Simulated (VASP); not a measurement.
# SnTe3 (Pm-3m) in VASP: a series of runs

The runs below take SnTe3 through single point, with PBE.

Program: VASP 6.6.1. These are calculated values, not measurements. Logs are shortened: lines on timing, memory, paths and dates and some standing lists are left out, and cuts for length are marked.

## 1. The cell of the first run

The structure is cubic, space group Pm-3m (No. 221). Conventional cell: a = 4.903 Å, b = 4.903 Å, c = 4.903 Å, α = 90.00°, β = 90.00°, γ = 90.00°. Sn (site symmetry m-3m) has 12 Te at 3.47 Å within 4.6 Å. Within 4.6 Å of Te (site symmetry 4/mmm) lie 4 Sn at 3.47 Å and 8 Te at 3.47 Å.

## 2. Single point, PBE

INCAR reads:

```
SYSTEM = SnTe3
PREC = Accurate ; ENCUT = 520
EDIFF = 1E-6 ; ISMEAR = 0
SIGMA = 0.1 ; LREAL = .FALSE.
LASPH = .TRUE. ; NELM = 100
ALGO = Normal ; ISIF = 2
LWAVE = .FALSE. ; LCHARG = .TRUE.
GGA = PE ; LELF = .TRUE.
LVHAR = .TRUE. ; NBANDS = 24
```

KPOINTS reads:

```
regular mesh
0
G
  4 4 4
  0 0 0
```

POSCAR reads:

```
SnTe3
1.0
    4.9028237781      0.0000000000      0.0000000000
    0.0000000000      4.9028237781      0.0000000000
    0.0000000000      0.0000000000      4.9028237781
Sn Te
1 3
Direct
    0.0000000000      0.0000000000      0.0000000000
    0.0000000000      0.5000000000      0.5000000000
    0.5000000000      0.0000000000      0.5000000000
    0.5000000000      0.5000000000      0.0000000000
```

Potentials or basis: VASP PAW PBE potentials, release 64 (Sn_d, Te).

Run with:

```sh
$ cat potpaw_PBE.64/Sn_d/POTCAR potpaw_PBE.64/Te/POTCAR > POTCAR
$ mpirun -np 1 vasp_std > vasp.out
```

OUTCAR:

```text
SYSTEM = SnTe3
   PREC = Accurate
   ENCUT = 520
   EDIFF = 1E-6
   ISMEAR = 0
   LREAL = .FALSE.
   LASPH = .TRUE.
   NELM = 100
   ISIF = 2
   GGA = PE

 ion  position               nearest neighbor table
   1  0.000  0.000  0.000-   2 3.47   3 3.47   4 3.47   2 3.47   3 3.47   2 3.47   4 3.47   2 3.47
                             3 3.47   4 3.47   3 3.47   4 3.47
   2  0.000  0.500  0.500-   1 3.47   3 3.47   4 3.47   1 3.47   4 3.47   1 3.47   3 3.47   1 3.47
                             3 3.47   4 3.47   4 3.47   3 3.47
   3  0.500  0.000  0.500-   1 3.47   2 3.47   4 3.47   1 3.47   4 3.47   2 3.47   4 3.47   4 3.47
                             1 3.47   2 3.47   1 3.47   2 3.47
   4  0.500  0.500  0.000-   1 3.47   2 3.47   3 3.47   2 3.47   3 3.47   1 3.47   3 3.47   3 3.47
                             1 3.47   2 3.47   2 3.47   1 3.47

  LATTYP: Found a simple cubic cell.
 ALAT       =     4.9028237781

  Lattice vectors:

 A1 = (   4.9028237781,   0.0000000000,   0.0000000000)
 A2 = (   0.0000000000,   4.9028237781,   0.0000000000)
 A3 = (   0.0000000000,   0.0000000000,   4.9028237781)

Analysis of symmetry for initial positions (statically):
=====================================================================
 Subroutine PRICEL returns:
 Original cell was already a primitive cell.

 Routine SETGRP: Setting up the symmetry group for a
 simple cubic supercell.

 Subroutine GETGRP returns: Found 48 space group operations
 (whereof 48 operations were pure point group operations)
 out of a pool of 48 trial point group operations.

The static configuration has the point symmetry O_h .

Analysis of symmetry for dynamics (positions and initial velocities):
=====================================================================
 Subroutine PRICEL returns:
 Original cell was already a primitive cell.

 Routine SETGRP: Setting up the symmetry group for a
 simple cubic supercell.

 Subroutine GETGRP returns: Found 48 space group operations
 (whereof 48 operations were pure point group operations)
 out of a pool of 48 trial point group operations.

The dynamic configuration has the point symmetry O_h .

 Subroutine INISYM returns: Found 48 space group operations
 (whereof 48 operations are pure point group operations),
 and found     1 'primitive' translations

----------------------------------------------------------------------------------------

                                     Primitive cell

  volume of cell :     117.8525

  direct lattice vectors                    reciprocal lattice vectors
     4.902823778  0.000000000  0.000000000     0.203964092  0.000000000  0.000000000
     0.000000000  4.902823778  0.000000000     0.000000000  0.203964092  0.000000000
     0.000000000  0.000000000  4.902823778     0.000000000  0.000000000  0.203964092

  length of vectors
     4.902823778  4.902823778  4.902823778     0.203964092  0.203964092  0.203964092

  position of ions in fractional coordinates (direct lattice)
     0.000000000  0.000000000  0.000000000
     0.000000000  0.500000000  0.500000000
     0.500000000  0.000000000  0.500000000
     0.500000000  0.500000000  0.000000000

  ion indices of the primitive-cell ions
   primitive index   ion index
                 1           1
                 2           2
                 3           3
                 4           4

----------------------------------------------------------------------------------------

 KPOINTS: regular mesh

Automatic generation of k-mesh.
 Grid dimensions read from file:
 generate k-points for:    4    4    4

 Generating k-lattice:

  Cartesian coordinates                     Fractional coordinates (reciprocal lattice)
     0.050991023  0.000000000  0.000000000     0.250000000  0.000000000  0.000000000
     0.000000000  0.050991023  0.000000000     0.000000000  0.250000000  0.000000000
     0.000000000  0.000000000  0.050991023     0.000000000  0.000000000  0.250000000

  Length of vectors
     0.050991023  0.050991023  0.050991023

  Shift w.r.t. Gamma in fractional coordinates (k-lattice)
     0.000000000  0.000000000  0.000000000

 Subroutine IBZKPT returns following result:
 ===========================================

 Found     10 irreducible k-points:

 Following reciprocal coordinates:
            Coordinates               Weight
  0.000000  0.000000  0.000000      1.000000
  0.250000  0.000000  0.000000      6.000000
  0.500000  0.000000  0.000000      3.000000
  0.250000  0.250000  0.000000     12.000000
  0.500000  0.250000  0.000000     12.000000
  0.500000  0.500000  0.000000      3.000000
  0.250000  0.250000  0.250000      8.000000
  0.500000  0.250000  0.250000     12.000000
  0.500000  0.500000  0.250000      6.000000
  0.500000  0.500000  0.500000      1.000000
   k-points           NKPTS =     10   k-points in BZ     NKDIM =     10   number of bands    NBANDS=     24
   number of dos      NEDOS =    301   number of ions     NIONS =      4
   total plane-waves  NPLWV =  46656
   dimension x,y,z NGX =    36 NGY =   36 NGZ =   36
   dimension x,y,z NGXF=    72 NGYF=   72 NGZF=   72
   ions per type =               1   3
   NGX,Y,Z   is equivalent  to a cutoff of  12.21, 12.21, 12.21 a.u.
   NGXF,Y,Z  is equivalent  to a cutoff of  24.41, 24.41, 24.41 a.u.
 SYSTEM =  SnTe3
   PREC   = accura    normal or accurate (medium, high low for compatibility)
   ISTART =      0    job   : 0-new  1-cont  2-samecut
   ICHARG =      2    charge: 1-file 2-atom 10-const
   ISPIN  =      1    spin polarized calculation?
   LNONCOLLINEAR =      F non collinear calculations
   LSORBIT =      F    spin-orbit coupling
   LASPH  =      T    aspherical Exc in radial PAW
   ENCUT  =  520.0 eV  38.22 Ry    6.18 a.u.   9.12  9.12  9.12*2*pi/ulx,y,z
   NELM   =    100;   NELMIN=  2; NELMDL= -5     # of ELM steps
   EDIFF  = 0.1E-05   stopping-criterion for ELM
   LREAL  =      F    real-space projection
   EDIFFG = 0.1E-04   stopping-criterion for IOM
   NSW    =      0    number of steps for IOM
   IBRION =     -1    ionic relax: 0-MD 1-quasi-New 2-CG
   NFREE  =      0    steps in history (QN), initial steepest desc. (CG)
   ISIF   =      2    stress and relaxation
   ISYM   =      2    0-nonsym 1-usesym 2-fastsym
   POTIM  = 0.5000    time-step for ionic-motion
   TEBEG  =    0.0;   TEEND  =   0.0 temperature during run
   PSTRESS=    0.0 pullay stress
   NELECT =      32.0000    total number of electrons
   NUPDOWN=      -1.0000    fix difference up-down
   EMIN   =  10.00;   EMAX   =-10.00  energy-range for DOS
   EFERMI =   0.00;   METHOD = LEGACY
   ISMEAR =     0;   SIGMA  =   0.10  broadening in eV -4-tet -1-fermi 0-gaus
   EFERMI_NEDOS =   21; number of points for ismear=-14 and -15
   IALGO  =     38    algorithm
   IMIX   =      4    mixing-type and parameters
     AMIX     =   0.40;   BMIX     =  1.00
     AMIX_MAG =   1.60;   BMIX_MAG =  1.00
  volume/ion in A,a.u.               =      29.46       198.83
  Fermi-wavevector in a.u.,A,eV,Ry     =   1.060096  2.003291 15.290276  1.123804
  Thomas-Fermi vector in A             =   2.195465
   LORBIT       =      0    0 simple, 1 ext, 2 COOP (PROOUT), +10 PAW based schemes
   GGA     = PE    functional components
   LHFCALC =     F    Hartree Fock is set to
   AEXX    =    0.0000 exact exchange contribution
   IVDW    =     0    specifies the selected vdW correction
   LEPSILON=     F    determine dielectric tensor
   LRPA    =     F    only Hartree local field effects (RPA)
 non-spin polarized calculation
 Gauss-broadening in eV      SIGMA  =   0.10
  energy-cutoff  :      520.00
  volume of cell :      117.85
 maximum number of plane-waves:      3196
   NGX = 19   NGY = 19   NGZ = 19

 number of electron      31.9999994 magnetization

 Free energy of the ion-electron system (eV)
  ---------------------------------------------------
  ext. energy  EPLUGINS =         0.00000000
  ---------------------------------------------------
  free energy    TOTEN  =       -12.15084035 eV

  energy without entropy =      -12.12278632  energy(sigma->0) =      -12.13681334

 E-fermi :   7.4964     XC(G=0):  -9.9276

 val. band max:        7.3372046937   @ k =   0.5000   0.2500   0.0000
 cond. band min:       7.5301384133   @ k =   0.2500   0.2500   0.2500
 fundamental gap:      0.1929337196
 Fermi energy:         7.4964319992

 k-point     1 :       0.0000    0.0000    0.0000
  band No.  band energies     occupation
      1     -14.4261      2.00000
      2     -14.4261      2.00000
      3     -14.4235      2.00000
      4     -14.4235      2.00000
      5     -14.4235      2.00000
      6      -5.8260      2.00000
[... 16 lines left out ...]
     23      11.6225      0.00000
     24      11.6225      0.00000

 k-point     2 :       0.2500    0.0000    0.0000
  band No.  band energies     occupation
      1     -14.4259      2.00000
      2     -14.4246      2.00000
      3     -14.4242      2.00000
      4     -14.4242      2.00000
      5     -14.4235      2.00000
      6      -5.5088      2.00000
[... 16 lines left out ...]
     23      12.3954      0.00000
     24      13.0089      0.00000

 k-point     3 :       0.5000    0.0000    0.0000
  band No.  band energies     occupation
      1     -14.4257      2.00000
      2     -14.4249      2.00000
      3     -14.4249      2.00000
      4     -14.4234      2.00000
      5     -14.4232      2.00000
      6      -4.8571      2.00000
[... 16 lines left out ...]
     23      13.7186      0.00000
     24      13.8583      0.00000
[... 136 lines left out ...]
 k-point     9 :       0.5000    0.5000    0.2500
  band No.  band energies     occupation
      1     -14.4268      2.00000
      2     -14.4257      2.00000
      3     -14.4257      2.00000
      4     -14.4226      2.00000
      5     -14.4212      2.00000
      6      -3.6548      2.00000
[... 16 lines left out ...]
     23      14.6127      0.00000
     24      15.0468      0.00000

 k-point    10 :       0.5000    0.5000    0.5000
  band No.  band energies     occupation
      1     -14.4267      2.00000
      2     -14.4267      2.00000
      3     -14.4267      2.00000
      4     -14.4211      2.00000
      5     -14.4211      2.00000
      6      -3.5154      2.00000
[... 16 lines left out ...]
     23      14.3773      0.00000
     24      14.3773      0.00000

------------------------ aborting loop because EDIFF is reached ----------------------------------------

  FORCE on cell =-STRESS in cart. coord.  units (eV):
  Direction    XX          YY          ZZ          XY          YZ          ZX
  --------------------------------------------------------------------------------------
  -------------------------------------------------------------------------------------
  Total       -0.0759163     -0.0759163     -0.0759163      0.0000000      0.0000000     -0.0000000
  in kB       -1.0320649     -1.0320649     -1.0320649      0.0000000      0.0000000     -0.0000000
  external PRESSURE =      -1.0320649 kB  Pullay stress =       0.0000000 kB

 VOLUME and BASIS-vectors are now :
 -----------------------------------------------------------------------------
  energy-cutoff  :      520.00
  volume of cell :      117.85
      direct lattice vectors                 reciprocal lattice vectors
     4.902823778  0.000000000  0.000000000     0.203964092  0.000000000  0.000000000
     0.000000000  4.902823778  0.000000000     0.000000000  0.203964092  0.000000000
     0.000000000  0.000000000  4.902823778     0.000000000  0.000000000  0.203964092

 POSITION                                       TOTAL-FORCE (eV/Angst)
 -----------------------------------------------------------------------------------
      0.00000      0.00000      0.00000         0.000000      0.000000      0.000000
      0.00000      2.45141      2.45141         0.000000      0.000000      0.000000
      2.45141      0.00000      2.45141         0.000000      0.000000      0.000000
      2.45141      2.45141      0.00000         0.000000      0.000000      0.000000
 -----------------------------------------------------------------------------------
    total drift:                               -0.000000      0.000000      0.000000

  FREE ENERGIE OF THE ION-ELECTRON SYSTEM (eV)
  ---------------------------------------------------
  free  energy   TOTEN  =       -12.1508403501 eV

  energy  without entropy=      -12.1227863235  energy(sigma->0) =      -12.13681334
```

It used 24 s of CPU time on 1 thread of Intel Xeon 6975P-C, with other jobs on the host.

Results:

* Free energy: -12.1508 eV
* Pressure: -0.1 GPa
* Band gap on the k mesh: zero (band 16 reaches 8.96 eV, above the bottom of band 17 at 7.10 eV)

Caveat: spin-orbit coupling is left out, which moves the levels of the heavy elements.

## 3. Single point, PBE

This run uses another cell than the first one, of 43.92 Å³/atom, 1.491 times its volume.

INCAR reads:

```
PREC = Accurate
ENCUT = 520
EDIFF = 1E-6
ISMEAR = 0
SIGMA = 0.1
LREAL = False
LASPH = True
NELM = 60
ALGO = Normal
ISIF = 2
LWAVE = False
LCHARG = True
GGA = PE
LELF = True
LVHAR = True
NBANDS = 24
```

KPOINTS reads:

```
regular mesh
0
Gamma
  4 4 4
```

POSCAR reads:

```
SnTe3
1.0
    5.6008657100      0.0000000000      0.0000000000
    0.0000000000      5.6008657100      0.0000000000
    0.0000000000      0.0000000000      5.6008657100
Sn Te
1 3
Direct
    0.0000000000      0.0000000000      0.0000000000
    0.0000000000      0.5000000000      0.5000000000
    0.5000000000      0.0000000000      0.5000000000
    0.5000000000      0.5000000000      0.0000000000
```

Potentials or basis: VASP PAW PBE potentials, release 64 (Sn_d, Te).

Run with:

```sh
$ cat potpaw_PBE.64/Sn_d/POTCAR potpaw_PBE.64/Te/POTCAR > POTCAR
$ mpirun -np 1 vasp_std > vasp.out
```

OUTCAR:

```text
PREC = Accurate
   ENCUT = 520
   EDIFF = 1E-6
   ISMEAR = 0
   LREAL = False
   LASPH = True
   NELM = 60
   ISIF = 2
   GGA = PE

 ion  position               nearest neighbor table
   1  0.000  0.000  0.000-
   2  0.000  0.500  0.500-
   3  0.500  0.000  0.500-
   4  0.500  0.500  0.000-

  LATTYP: Found a simple cubic cell.
 ALAT       =     5.6008657100

[... 448 lines left out ...]

  FORCE on cell =-STRESS in cart. coord.  units (eV):
  Direction    XX          YY          ZZ          XY          YZ          ZX
  --------------------------------------------------------------------------------------
  -------------------------------------------------------------------------------------
  Total       -7.7444560     -7.7444560     -7.7444560      0.0000000      0.0000000      0.0000000
  in kB      -70.6213505    -70.6213505    -70.6213505      0.0000000      0.0000000      0.0000000
  external PRESSURE =     -70.6213505 kB  Pullay stress =       0.0000000 kB

 VOLUME and BASIS-vectors are now :
 -----------------------------------------------------------------------------
  energy-cutoff  :      520.00
  volume of cell :      175.70
      direct lattice vectors                 reciprocal lattice vectors
     5.600865710  0.000000000  0.000000000     0.178543827  0.000000000  0.000000000
     0.000000000  5.600865710  0.000000000     0.000000000  0.178543827  0.000000000
     0.000000000  0.000000000  5.600865710     0.000000000  0.000000000  0.178543827

 POSITION                                       TOTAL-FORCE (eV/Angst)
 -----------------------------------------------------------------------------------
      0.00000      0.00000      0.00000         0.000000      0.000000      0.000000
      0.00000      2.80043      2.80043         0.000000      0.000000      0.000000
      2.80043      0.00000      2.80043         0.000000      0.000000      0.000000
      2.80043      2.80043      0.00000         0.000000      0.000000      0.000000
 -----------------------------------------------------------------------------------
    total drift:                               -0.000000     -0.000000     -0.000000

  FREE ENERGIE OF THE ION-ELECTRON SYSTEM (eV)
  ---------------------------------------------------
  free  energy   TOTEN  =       -10.2769965849 eV

  energy  without entropy=      -10.2427496018  energy(sigma->0) =      -10.25987309
```

OSZICAR:

```text
N       E                     dE             d eps       ncg     rms          rms(c)
DAV:   1     0.206536170641E+03    0.20654E+03   -0.12941E+04   480   0.121E+03
DAV:   2     0.108279112700E+02   -0.19571E+03   -0.18636E+03   520   0.279E+02
DAV:   3    -0.985508967057E+01   -0.20683E+02   -0.19726E+02   600   0.904E+01
DAV:   4    -0.106601086282E+02   -0.80502E+00   -0.79980E+00   552   0.198E+01
DAV:   5    -0.106953950193E+02   -0.35286E-01   -0.35285E-01   720   0.417E+00    0.442E+00
DAV:   6    -0.103180870035E+02    0.37731E+00   -0.34942E-01   544   0.358E+00    0.275E+00
DAV:   7    -0.102787854978E+02    0.39302E-01   -0.18728E-01   592   0.166E+00    0.114E+00
DAV:   8    -0.102822627546E+02   -0.34773E-02   -0.52881E-02   584   0.167E+00    0.346E-01
DAV:   9    -0.102779675043E+02    0.42953E-02   -0.22321E-02   584   0.920E-01    0.181E-01
DAV:  10    -0.102771326197E+02    0.83488E-03   -0.17223E-03   568   0.258E-01    0.701E-02
DAV:  11    -0.102770149747E+02    0.11764E-03   -0.27392E-04   600   0.889E-02    0.427E-02
DAV:  12    -0.102770521252E+02   -0.37150E-04   -0.37820E-05   568   0.295E-02    0.298E-02
DAV:  13    -0.102769957025E+02    0.56423E-04   -0.67319E-05   584   0.540E-02    0.103E-02
DAV:  14    -0.102769967043E+02   -0.10018E-05   -0.12112E-05   504   0.118E-02    0.845E-03
DAV:  15    -0.102769965849E+02    0.11944E-06   -0.16974E-07   336   0.330E-03
   1 F= -.10276997E+02 E0= -.10259873E+02  d E =-.342470E-01
```

stdout:

```text
POSCAR found type information on POSCAR SnTe
 POSCAR found :  2 types and       4 ions
 scaLAPACK will be used
 LDA part: xc-table for (Slater+PW92), standard interpolation
 POSCAR, INCAR and KPOINTS ok, starting setup
 FFT: planning ... GRIDC
 FFT: planning ... GRID_SOFT
 FFT: planning ... GRID
 WAVECAR not read
 entering main loop
```

Wall time 72 s (1 thread of Intel Xeon 6975P-C, shared host); peak memory 0.27 GiB.

What came out:

| Item | Value |
| --- | --- |
| Free energy | -10.2770 eV |
| Pressure | -7.1 GPa |
| Band gap on the k mesh | zero (band 16 reaches 3.86 eV, above the bottom of band 17 at 2.84 eV) |

Levels at points of the mesh, in eV from the Fermi level:
```csv
k point,band 14,band 15,band 16,band 17,band 18,band 19
"(0.00, 0.00, 0.00)",-0.55,-0.55,0.12,0.12,0.12,2.33
"(0.50, 0.00, 0.00)",-1.10,-1.05,-0.90,0.25,0.25,0.26
"(0.50, 0.50, 0.00)",-1.19,-1.19,-1.16,0.26,0.65,0.66
"(0.50, 0.50, 0.50)",0.69,0.69,0.69,0.71,0.71,2.34
```

Caveat: spin-orbit coupling is left out, which moves the levels of the heavy elements.
